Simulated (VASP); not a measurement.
# InP (F-43m) in VASP: single point with PBE

Aim: the single point of InP with PBE.

Everything below comes from runs of VASP 6.6.1. Logs are shortened: lines on timing, memory, paths and dates and some standing lists are left out, and cuts for length are marked.

## Step 1: The cell of the first run

The structure is cubic, space group F-43m (No. 216). The conventional cell has a = 5.861 Å, b = 5.861 Å, c = 5.861 Å, α = 90.00°, β = 90.00°, γ = 90.00°. In (site symmetry -43m) has 4 P at 2.54 Å within 3.3 Å. P (site symmetry -43m) has 4 In at 2.54 Å within 3.3 Å.

## Step 2: Single point, PBE, non-collinear spin, zero start, spin-orbit coupling

INCAR

```
PREC = Accurate ; ENCUT = 520
EDIFF = 1E-6 ; ISMEAR = -1
SIGMA = 0.05 ; LREAL = False
LASPH = True ; NELM = 150
ALGO = Normal ; ISIF = 2
LWAVE = False ; LCHARG = True
LNONCOLLINEAR = True ; MAGMOM = 0 0 0 0 0 0
LORBIT = 11 ; LSORBIT = True
GGA_COMPAT = False ; LORBMOM = True
GGA = PE ; LVHAR = True
NBANDS = 30
```

KPOINTS

```
Automatic mesh
0
Gamma
  12 12 12
```

POSCAR

```
InP
1.0
    0.0000000000      2.9305000000      2.9305000000
    2.9305000000      0.0000000000      2.9305000000
    2.9305000000      2.9305000000      0.0000000000
In P
1 1
Direct
    0.0000000000      0.0000000000      0.0000000000
    0.7500000000      0.7500000000      0.7500000000
```

Potentials or basis: VASP PAW PBE potentials, release 64 (In_d, P).

Run with:

```sh
> cat potpaw_PBE.64/In_d/POTCAR potpaw_PBE.64/P/POTCAR > POTCAR
> mpirun -np 1 vasp_ncl > vasp.out
```

OUTCAR:

```text
PREC = Accurate
   ENCUT = 520
   EDIFF = 1E-6
   ISMEAR = -1
   LREAL = False
   LASPH = True
   NELM = 150
   ISIF = 2
   LNONCOLLINEAR = True
   LORBIT = 11
   LSORBIT = True
   GGA = PE

 ion  position               nearest neighbor table
   1  0.000  0.000  0.000-   2 2.54   2 2.54   2 2.54   2 2.54
   2  0.750  0.750  0.750-   1 2.54   1 2.54   1 2.54   1 2.54

  LATTYP: Found a face centered cubic cell.
 ALAT       =     5.8610000000

  Lattice vectors:

 A1 = (   0.0000000000,   2.9305000000,   2.9305000000)
 A2 = (   2.9305000000,   0.0000000000,   2.9305000000)
 A3 = (   2.9305000000,   2.9305000000,   0.0000000000)

Analysis of symmetry for initial positions (statically):
=====================================================================
 Subroutine PRICEL returns:
 Original cell was already a primitive cell.

 Routine SETGRP: Setting up the symmetry group for a
 face centered cubic supercell.

 Subroutine GETGRP returns: Found 24 space group operations
 (whereof 24 operations were pure point group operations)
 out of a pool of 48 trial point group operations.

The static configuration has the point symmetry T_d .

Analysis of symmetry for dynamics (positions and initial velocities):
=====================================================================
 Subroutine PRICEL returns:
 Original cell was already a primitive cell.

 Routine SETGRP: Setting up the symmetry group for a
 face centered cubic supercell.

 Subroutine GETGRP returns: Found 24 space group operations
 (whereof 24 operations were pure point group operations)
 out of a pool of 48 trial point group operations.

The dynamic configuration has the point symmetry T_d .

Analysis of structural, dynamic, and magnetic symmetry:
=====================================================================
 Subroutine PRICEL returns:
 Original cell was already a primitive cell.

 Routine SETGRP: Setting up the symmetry group for a
 face centered cubic supercell.

 Subroutine GETGRP returns: Found 24 space group operations
 (whereof 24 operations were pure point group operations)
 out of a pool of 48 trial point group operations.

The overall configuration has the point symmetry T_d .

 Subroutine INISYM returns: Found 24 space group operations
 (whereof 24 operations are pure point group operations),
 and found     1 'primitive' translations

----------------------------------------------------------------------------------------

                                     Primitive cell

  volume of cell :      50.3333

  direct lattice vectors                    reciprocal lattice vectors
     0.000000000  2.930500000  2.930500000    -0.170619348  0.170619348  0.170619348
     2.930500000  0.000000000  2.930500000     0.170619348 -0.170619348  0.170619348
     2.930500000  2.930500000  0.000000000     0.170619348  0.170619348 -0.170619348

  length of vectors
     4.144352845  4.144352845  4.144352845     0.295521380  0.295521380  0.295521380

  position of ions in fractional coordinates (direct lattice)
     0.000000000  0.000000000  0.000000000
     0.750000000  0.750000000  0.750000000

  ion indices of the primitive-cell ions
   primitive index   ion index
                 1           1
                 2           2

----------------------------------------------------------------------------------------

 KPOINTS: Automatic mesh

Automatic generation of k-mesh.
 Grid dimensions read from file:
 generate k-points for:   12   12   12

 Generating k-lattice:

  Cartesian coordinates                     Fractional coordinates (reciprocal lattice)
    -0.014218279  0.014218279  0.014218279     0.083333333  0.000000000  0.000000000
     0.014218279 -0.014218279  0.014218279     0.000000000  0.083333333  0.000000000
     0.014218279  0.014218279 -0.014218279     0.000000000  0.000000000  0.083333333

[... 89 lines left out ...]
 maximum number of plane-waves:      2760
   NGX = 15   NGY = 15   NGZ = 15

 number of electron      18.0000005 magnetization       0.0000000      0.0000000     -0.0000000

 number of electron      18.0000005 magnetization       0.0000000     -0.0000000     -0.0000000

 number of electron      18.0000005 magnetization      -0.0000000     -0.0000000     -0.0000000

 number of electron      18.0000005 magnetization       0.0000000      0.0000000      0.0000000

 Free energy of the ion-electron system (eV)
  ---------------------------------------------------
  ext. energy  EPLUGINS =         0.00000000
  ---------------------------------------------------
  free energy    TOTEN  =        -8.41890671 eV

  energy without entropy =       -8.41890433  energy(sigma->0) =       -8.41890552

 E-fermi :   5.5985     XC(G=0):  -9.2833

 val. band max:        5.2162546712   @ k =   0.0000   0.0000   0.0000
 cond. band min:       5.8998462741   @ k =   0.0000   0.0000   0.0000
 fundamental gap:      0.6835916029
 Fermi energy:         5.5985350574

 k-point     1 :       0.0000    0.0000    0.0000
  band No.  band energies     occupation
      1      -9.4455      1.00000
      2      -9.4455      1.00000
      3      -9.4455      1.00000
      4      -9.4455      1.00000
      5      -8.6653      1.00000
      6      -8.6653      1.00000
[... 781 lines left out ...]
     29      14.9581      0.00000
     30      14.9753      0.00000

 [... further k-points ...]
[... 5 lines left out ...]
  --------------------------------------------------------------------------------------
  -------------------------------------------------------------------------------------
  Total        1.0176692      1.0176692      1.0176692      0.0000000     -0.0000000     -0.0000000
  in kB       32.3938098     32.3938098     32.3938098      0.0000000     -0.0000000     -0.0000000
  external PRESSURE =      32.3938098 kB  Pullay stress =       0.0000000 kB

 VOLUME and BASIS-vectors are now :
 -----------------------------------------------------------------------------
  energy-cutoff  :      520.00
  volume of cell :       50.33
      direct lattice vectors                 reciprocal lattice vectors
     0.000000000  2.930500000  2.930500000    -0.170619348  0.170619348  0.170619348
     2.930500000  0.000000000  2.930500000     0.170619348 -0.170619348  0.170619348
     2.930500000  2.930500000  0.000000000     0.170619348  0.170619348 -0.170619348

 POSITION                                       TOTAL-FORCE (eV/Angst)
 -----------------------------------------------------------------------------------
      0.00000      0.00000      0.00000        -0.000000     -0.000000     -0.000000
      4.39575      4.39575      4.39575         0.000000      0.000000      0.000000
 -----------------------------------------------------------------------------------
    total drift:                               -0.000000     -0.000000     -0.000000

  FREE ENERGIE OF THE ION-ELECTRON SYSTEM (eV)
  ---------------------------------------------------
  free  energy   TOTEN  =        -8.4189067083 eV

  energy  without entropy=       -8.4189043278  energy(sigma->0) =       -8.41890552

 orbital moment (x)

 # of ion     p       d       tot
 ----------------------------------------
  1        -0.000   0.000  -0.000
  2         0.000   0.000   0.000
 ----------------------------------------
           -0.000   0.000  -0.000

 orbital moment (y)

 # of ion     p       d       tot
 ----------------------------------------
  1         0.000   0.000   0.000
  2        -0.000   0.000  -0.000
 ----------------------------------------
           -0.000   0.000  -0.000

 orbital moment (z)

 # of ion     p       d       tot
 ----------------------------------------
  1         0.000   0.000   0.000
  2         0.000   0.000   0.000
 ----------------------------------------
            0.000   0.000   0.000

 Spin-Orbit-Coupling matrix elements

 Ion:    1  E_soc:     -0.0714783
 l=   1
     0.0000000    -0.0054129    -0.0054129
    -0.0054129     0.0000000    -0.0054129
    -0.0054129    -0.0054129     0.0000000
 l=   2
     0.0000000    -0.0013310     0.0000000    -0.0013310    -0.0051691
    -0.0013310     0.0000000    -0.0038768    -0.0013310    -0.0012923
     0.0000000    -0.0038768     0.0000000    -0.0038768     0.0000000
    -0.0013310    -0.0013310    -0.0038768     0.0000000    -0.0012923
    -0.0051691    -0.0012923     0.0000000    -0.0012923     0.0000000
 l=   3
     0.0000000     0.0000000     0.0000000     0.0000000     0.0000000     0.0000000     0.0000000
     0.0000000     0.0000000     0.0000000     0.0000000     0.0000000     0.0000000     0.0000000
     0.0000000     0.0000000     0.0000000     0.0000000     0.0000000     0.0000000     0.0000000
     0.0000000     0.0000000     0.0000000     0.0000000     0.0000000     0.0000000     0.0000000
     0.0000000     0.0000000     0.0000000     0.0000000     0.0000000     0.0000000     0.0000000
     0.0000000     0.0000000     0.0000000     0.0000000     0.0000000     0.0000000     0.0000000
     0.0000000     0.0000000     0.0000000     0.0000000     0.0000000     0.0000000     0.0000000

 Ion:    2  E_soc:     -0.0011283
 l=   1
     0.0000000    -0.0001881    -0.0001881
    -0.0001881     0.0000000    -0.0001881
    -0.0001881    -0.0001881     0.0000000
 l=   2
     0.0000000     0.0000000     0.0000000     0.0000000     0.0000000
     0.0000000     0.0000000     0.0000000     0.0000000     0.0000000
     0.0000000     0.0000000     0.0000000     0.0000000     0.0000000
     0.0000000     0.0000000     0.0000000     0.0000000     0.0000000
     0.0000000     0.0000000     0.0000000     0.0000000     0.0000000
 l=   3
     0.0000000     0.0000000     0.0000000     0.0000000     0.0000000     0.0000000     0.0000000
     0.0000000     0.0000000     0.0000000     0.0000000     0.0000000     0.0000000     0.0000000
     0.0000000     0.0000000     0.0000000     0.0000000     0.0000000     0.0000000     0.0000000
     0.0000000     0.0000000     0.0000000     0.0000000     0.0000000     0.0000000     0.0000000
     0.0000000     0.0000000     0.0000000     0.0000000     0.0000000     0.0000000     0.0000000
     0.0000000     0.0000000     0.0000000     0.0000000     0.0000000     0.0000000     0.0000000
     0.0000000     0.0000000     0.0000000     0.0000000     0.0000000     0.0000000     0.0000000

 total charge

# of ion       s       p       d       tot
------------------------------------------
    1        0.828   0.769   9.901  11.497
    2        1.031   1.497   0.000   2.527
--------------------------------------------------
tot          1.858   2.266   9.901  14.025

 magnetization (x)

# of ion       s       p       d       tot
------------------------------------------
    1        0.000   0.000   0.000   0.000
    2       -0.000   0.000   0.000  -0.000
--------------------------------------------------
tot         -0.000   0.000   0.000   0.000

 magnetization (y)

# of ion       s       p       d       tot
------------------------------------------
    1        0.000   0.000   0.000   0.000
    2        0.000   0.000   0.000   0.000
--------------------------------------------------
tot          0.000   0.000   0.000   0.000

 magnetization (z)

# of ion       s       p       d       tot
------------------------------------------
    1        0.000   0.000   0.000   0.000
    2       -0.000  -0.000   0.000  -0.000
--------------------------------------------------
tot         -0.000   0.000   0.000   0.000
```

Wall time 8.2 min (1 thread of Oxide Virtual Turin-like, shared host); peak memory 0.43 GiB.

Results:

```
Free energy                                           : -8.4189 eV
Pressure                                              : 3.2 GPa
Net moment                                            : 0.00 μB per cell
Valence electrons inside the program's atomic spheres : In 11.50; P 2.53
```

Moments on the atoms (μB; x, y, z):
```
In  0.00 0.00 0.00
P   0.00 0.00 0.00
```
